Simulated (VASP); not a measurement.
# Cs (Im-3m) in VASP: a series of runs

Cs is run at these levels: PBEsol+D3(BJ), PBEsol; tasks: single point.

Everything below comes from runs of VASP 6.6.1. Logs are shortened: lines on timing, memory, paths and dates and some standing lists are left out, and cuts for length are marked.

**1. The cell of the first run**

The structure is cubic, space group Im-3m (No. 229). Conventional cell: a = 5.845 Å, b = 5.845 Å, c = 5.845 Å, α = 90.00°, β = 90.00°, γ = 90.00°.

**2. Single point, PBEsol+D3(BJ)**

INCAR

```
SYSTEM = Cs
PREC = Accurate
ENCUT = 520
EDIFF = 1E-7
ISMEAR = -1
SIGMA = 0.05
LREAL = .False.
LASPH = .True.
NELM = 60
ALGO = Normal
ISIF = 2
LWAVE = .False.
LCHARG = .False.
GGA = PS
IVDW = 12
NBANDS = 10
```

KPOINTS

```
regular mesh
0
Gamma
  6 6 6
  0 0 0
```

POSCAR

```
Cs
1.0
   -2.9225966283      2.9225966283      2.9225966283
    2.9225966283     -2.9225966283      2.9225966283
    2.9225966283      2.9225966283     -2.9225966283
Cs
1
Direct
    0.0000000000      0.0000000000      0.0000000000
```

Potentials or basis: VASP PAW PBE potentials, release 64 (Cs_sv).

Command:

```bash
> cat potpaw_PBE.64/Cs_sv/POTCAR > POTCAR
> mpirun -np 1 vasp_std > vasp.out
```

OUTCAR:

```text
SYSTEM = Cs
   PREC = Accurate
   ENCUT = 520
   EDIFF = 1E-7
   ISMEAR = -1
   LREAL = .False.
   LASPH = .True.
   NELM = 60
   ISIF = 2
   GGA = PS
   IVDW = 12
 IVDW          = 12

 ion  position               nearest neighbor table
   1  0.000  0.000  0.000-

  LATTYP: Found a body centered cubic cell.
 ALAT       =     5.8451932566

  Lattice vectors:

 A1 = (  -2.9225966283,   2.9225966283,   2.9225966283)
 A2 = (   2.9225966283,  -2.9225966283,   2.9225966283)
 A3 = (   2.9225966283,   2.9225966283,  -2.9225966283)

Analysis of symmetry for initial positions (statically):
=====================================================================
 Subroutine PRICEL returns:
 Original cell was already a primitive cell.

 Routine SETGRP: Setting up the symmetry group for a
 body centered cubic supercell.

 Subroutine GETGRP returns: Found 48 space group operations
 (whereof 48 operations were pure point group operations)
 out of a pool of 48 trial point group operations.

The static configuration has the point symmetry O_h .

Analysis of symmetry for dynamics (positions and initial velocities):
=====================================================================
 Subroutine PRICEL returns:
 Original cell was already a primitive cell.

 Routine SETGRP: Setting up the symmetry group for a
 body centered cubic supercell.

 Subroutine GETGRP returns: Found 48 space group operations
 (whereof 48 operations were pure point group operations)
 out of a pool of 48 trial point group operations.

The dynamic configuration has the point symmetry O_h .

 Subroutine INISYM returns: Found 48 space group operations
 (whereof 48 operations are pure point group operations),
 and found     1 'primitive' translations

----------------------------------------------------------------------------------------

                                     Primitive cell

  volume of cell :      99.8543

  direct lattice vectors                    reciprocal lattice vectors
    -2.922596628  2.922596628  2.922596628     0.000000000  0.171080742  0.171080742
     2.922596628 -2.922596628  2.922596628     0.171080742  0.000000000  0.171080742
     2.922596628  2.922596628 -2.922596628     0.171080742  0.171080742  0.000000000

  length of vectors
     5.062085850  5.062085850  5.062085850     0.241944706  0.241944706  0.241944706

  position of ions in fractional coordinates (direct lattice)
     0.000000000  0.000000000  0.000000000

  ion indices of the primitive-cell ions
   primitive index   ion index
                 1           1

----------------------------------------------------------------------------------------

 KPOINTS: regular mesh

Automatic generation of k-mesh.
 Grid dimensions read from file:
 generate k-points for:    6    6    6

 Generating k-lattice:

  Cartesian coordinates                     Fractional coordinates (reciprocal lattice)
     0.000000000  0.028513457  0.028513457     0.166666667  0.000000000  0.000000000
     0.028513457  0.000000000  0.028513457     0.000000000  0.166666667  0.000000000
     0.028513457  0.028513457  0.000000000     0.000000000  0.000000000  0.166666667

  Length of vectors
     0.040324118  0.040324118  0.040324118

  Shift w.r.t. Gamma in fractional coordinates (k-lattice)
     0.000000000  0.000000000  0.000000000

 Subroutine IBZKPT returns following result:
 ===========================================

 Found     16 irreducible k-points:

 Following reciprocal coordinates:
            Coordinates               Weight
  0.000000  0.000000  0.000000      1.000000
  0.166667  0.000000  0.000000     12.000000
  0.333333  0.000000  0.000000     12.000000
  0.500000  0.000000  0.000000      6.000000
  0.166667  0.166667  0.000000     24.000000
  0.333333  0.166667 -0.000000     48.000000
[... 8 lines left out ...]
  0.500000  0.500000  0.333333     12.000000
  0.500000  0.500000  0.500000      1.000000
   k-points           NKPTS =     16   k-points in BZ     NKDIM =     16   number of bands    NBANDS=     10
   number of dos      NEDOS =    301   number of ions     NIONS =      1
   total plane-waves  NPLWV =  64000
   dimension x,y,z NGX =    40 NGY =   40 NGZ =   40
   dimension x,y,z NGXF=    80 NGYF=   80 NGZF=   80
   ions per type =               1
   NGX,Y,Z   is equivalent  to a cutoff of  13.14, 13.14, 13.14 a.u.
   NGXF,Y,Z  is equivalent  to a cutoff of  26.27, 26.27, 26.27 a.u.
 SYSTEM =  Cs
   PREC   = accura    normal or accurate (medium, high low for compatibility)
   ISTART =      0    job   : 0-new  1-cont  2-samecut
   ICHARG =      2    charge: 1-file 2-atom 10-const
   ISPIN  =      1    spin polarized calculation?
   LNONCOLLINEAR =      F non collinear calculations
   LSORBIT =      F    spin-orbit coupling
   LASPH  =      T    aspherical Exc in radial PAW
   ENCUT  =  520.0 eV  38.22 Ry    6.18 a.u.   9.41  9.41  9.41*2*pi/ulx,y,z
   NELM   =     60;   NELMIN=  2; NELMDL= -5     # of ELM steps
   EDIFF  = 0.1E-06   stopping-criterion for ELM
   LREAL  =      F    real-space projection
   EDIFFG = 0.1E-05   stopping-criterion for IOM
   NSW    =      0    number of steps for IOM
   IBRION =     -1    ionic relax: 0-MD 1-quasi-New 2-CG
   NFREE  =      0    steps in history (QN), initial steepest desc. (CG)
   ISIF   =      2    stress and relaxation
   ISYM   =      2    0-nonsym 1-usesym 2-fastsym
   POTIM  = 0.5000    time-step for ionic-motion
   TEBEG  =    0.0;   TEEND  =   0.0 temperature during run
   PSTRESS=    0.0 pullay stress
   NELECT =       9.0000    total number of electrons
   NUPDOWN=      -1.0000    fix difference up-down
   EMIN   =  10.00;   EMAX   =-10.00  energy-range for DOS
   EFERMI =   0.00;   METHOD = LEGACY
   ISMEAR =    -1;   SIGMA  =   0.05  broadening in eV -4-tet -1-fermi 0-gaus
   EFERMI_NEDOS =   21; number of points for ismear=-14 and -15
   IALGO  =     38    algorithm
   IMIX   =      4    mixing-type and parameters
     AMIX     =   0.40;   BMIX     =  1.00
     AMIX_MAG =   1.60;   BMIX_MAG =  1.00
  volume/ion in A,a.u.               =      99.85       673.85
  Fermi-wavevector in a.u.,A,eV,Ry     =   0.734007  1.387072  7.330358  0.538766
  Thomas-Fermi vector in A             =   1.826854
   LORBIT       =      0    0 simple, 1 ext, 2 COOP (PROOUT), +10 PAW based schemes
   GGA     = PS    functional components
   LHFCALC =     F    Hartree Fock is set to
   AEXX    =    0.0000 exact exchange contribution
   IVDW    =    12    specifies the selected vdW correction
   LEPSILON=     F    determine dielectric tensor
   LRPA    =     F    only Hartree local field effects (RPA)
 non-spin polarized calculation
  energy-cutoff  :      520.00
  volume of cell :       99.85
 maximum number of plane-waves:      2731
 NGX is ok and might be reduce to    40
   NGX = 19   NGY = 19   NGZ = 19

 number of electron       9.0000001 magnetization

 Free energy of the ion-electron system (eV)
  ---------------------------------------------------
  ext. energy  EPLUGINS =         0.00000000
  ---------------------------------------------------
  free energy    TOTEN  =        -0.93280746 eV

  energy without entropy =       -0.91422114  energy(sigma->0) =       -0.92351430

 E-fermi :   0.7429     XC(G=0):  -5.8579

 val. band max:        0.7054195261   @ k =   0.5000   0.0000   0.0000
 cond. band min:       0.7671441960   @ k =   0.3333   0.1667  -0.0000
 fundamental gap:      0.0617246699
 Fermi energy:         0.7429422553

 k-point     1 :       0.0000    0.0000    0.0000
  band No.  band energies     occupation
      1     -23.0281      2.00000
      2      -9.7193      2.00000
      3      -9.7193      2.00000
      4      -9.7193      2.00000
      5      -1.0893      2.00000
      6       3.3207      0.00000
      7       3.3207      0.00000
      8       3.3207      0.00000
      9       4.3060      0.00000
     10       4.3060      0.00000

 k-point     2 :       0.1667    0.0000    0.0000
  band No.  band energies     occupation
      1     -23.0249      2.00000
      2      -9.7773      2.00000
      3      -9.7375      2.00000
      4      -9.7195      2.00000
      5      -0.7426      2.00000
      6       2.9368      0.00000
      7       2.9972      0.00000
      8       3.6806      0.00000
      9       4.0455      0.00000
     10       4.2643      0.00000

 k-point     3 :       0.3333    0.0000    0.0000
  band No.  band energies     occupation
      1     -23.0183      2.00000
      2      -9.8884      2.00000
      3      -9.7735      2.00000
      4      -9.7201      2.00000
      5       0.1073      1.99999
      6       2.1375      0.00000
      7       2.5413      0.00000
      8       4.2513      0.00000
      9       4.4238      0.00000
     10       4.7092      0.00000

 k-point     4 :       0.5000    0.0000    0.0000
  band No.  band energies     occupation
      1     -23.0150      2.00000
      2      -9.9416      2.00000
      3      -9.7912      2.00000
      4      -9.7204      2.00000
      5       0.7054      1.35856
      6       1.7886      0.00000
      7       2.3630      0.00000
      8       4.1824      0.00000
      9       4.8323      0.00000
     10       5.3823      0.00000
[... 118 lines left out ...]
 k-point    14 :      -0.3333    0.3333    0.3333
  band No.  band energies     occupation
      1     -23.0102      2.00000
      2      -9.8660      2.00000
      3      -9.8343      2.00000
      4      -9.8343      2.00000
      5       0.9890      0.01447
      6       1.7092      0.00000
      7       3.3422      0.00000
      8       3.3423      0.00000
      9       3.6740      0.00000
     10       4.7427      0.00000

 k-point    15 :       0.5000    0.5000    0.3333
  band No.  band energies     occupation
      1     -23.0075      2.00000
      2      -9.8916      2.00000
      3      -9.8541      2.00000
      4      -9.8373      2.00000
      5       1.3816      0.00001
      6       1.3857      0.00001
      7       3.0794      0.00000
      8       3.4830      0.00000
      9       4.3242      0.00000
     10       5.6655      0.00000

 k-point    16 :       0.5000    0.5000    0.5000
  band No.  band energies     occupation
      1     -23.0050      2.00000
      2      -9.8747      2.00000
      3      -9.8747      2.00000
      4      -9.8747      2.00000
      5       1.2644      0.00006
      6       1.2644      0.00006
      7       4.1300      0.00000
      8       4.1300      0.00000
      9       4.1300      0.00000
     10       5.5755      0.00000

------------------------ aborting loop because EDIFF is reached ----------------------------------------

 Edisp (eV)   -0.13000

 E8    (eV) :    -0.1038

  FORCE on cell =-STRESS in cart. coord.  units (eV):
  Direction    XX          YY          ZZ          XY          YZ          ZX
  --------------------------------------------------------------------------------------
  -------------------------------------------------------------------------------------
  Total      -0.00848    -0.00848    -0.00848     0.00000     0.00000    -0.00000
  in kB      -0.13612    -0.13612    -0.13612     0.00000     0.00000    -0.00000
  external pressure =       -0.14 kB  Pullay stress =        0.00 kB

 VOLUME and BASIS-vectors are now :
 -----------------------------------------------------------------------------
  energy-cutoff  :      520.00
  volume of cell :       99.85
      direct lattice vectors                 reciprocal lattice vectors
    -2.922596628  2.922596628  2.922596628     0.000000000  0.171080742  0.171080742
     2.922596628 -2.922596628  2.922596628     0.171080742  0.000000000  0.171080742
     2.922596628  2.922596628 -2.922596628     0.171080742  0.171080742  0.000000000

 POSITION                                       TOTAL-FORCE (eV/Angst)
 -----------------------------------------------------------------------------------
      0.00000      0.00000      0.00000        -0.000000      0.000000     -0.000000
 -----------------------------------------------------------------------------------
    total drift:                               -0.000000      0.000000     -0.000000

  FREE ENERGIE OF THE ION-ELECTRON SYSTEM (eV)
  ---------------------------------------------------
  free  energy   TOTEN  =        -1.0628094139 eV

  energy  without entropy=       -1.0442230880  energy(sigma->0) =       -1.05351625
```

Wall time 24 s (1 thread of Intel Xeon Platinum 8375C at 2.90GHz (Ice Lake), shared host); peak memory 0.23 GiB.

Results:

```yaml
Free_energy: -1.0628 eV
Pressure: 0.0 GPa
Dispersion_energy_per_atom: -0.130 eV
```

Levels at points of the mesh, in eV from the Fermi level:
| k point | band 1 | band 2 | band 3 | band 4 | band 5 | band 6 | band 7 | band 8 | band 9 |
| --- | --- | --- | --- | --- | --- | --- | --- | --- | --- |
| (0.00, 0.00, 0.00) | -23.77 | -10.46 | -10.46 | -10.46 | -1.83 | 2.58 | 2.58 | 2.58 | 3.56 |
| (0.50, 0.00, 0.00) | -23.76 | -10.68 | -10.53 | -10.46 | -0.04 | 1.05 | 1.62 | 3.44 | 4.09 |
| (0.50, 0.50, 0.50) | -23.75 | -10.62 | -10.62 | -10.62 | 0.52 | 0.52 | 3.39 | 3.39 | 3.39 |

Caveat: three body term missing; the PAW data sets were made with another functional, which shifts forces and pressure a little; spin-orbit coupling is left out, which moves the levels of the heavy elements; pairwise dispersion overbinds metals, which lowers pressure and volume.

(Part 1 of 2 ends here.)
